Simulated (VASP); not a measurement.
Input of a VASP 6.6.1 run:

The input INCAR:

```
PREC = Accurate
ENCUT = 520
EDIFF = 1E-6
ISMEAR = 0
SIGMA = 0.01
LREAL = False
LASPH = True
NELM = 60
ALGO = Normal
ISIF = 2
LWAVE = False
LCHARG = False
GGA = PE
NBANDS = 11
```

File KPOINTS:

```
regular mesh
0
Gamma
  8 8 8
```

Contents of POSCAR:

```
C
1.0
    0.0000000000      1.8010282771      1.8010282771
    1.8010282771      0.0000000000      1.8010282771
    1.8010282771      1.8010282771      0.0000000000
C
2
Direct
    0.0000000000      0.0000000000      0.0000000000
    0.2500000000      0.2500000000      0.2500000000
```

Potentials or basis: VASP PAW PBE potentials, release 64 (C).

Run with:

```sh
$ cat potpaw_PBE.64/C/POTCAR > POTCAR
$ mpirun -np 1 vasp_std > vasp.out
```

Problem. Estimate the pressure.

Solution. -10.0 GPa.

Problem. Estimate the band gap on the k mesh.

Solution. 4.07 eV, indirect (least direct gap 5.51 eV).

A k mesh can miss the band edges.
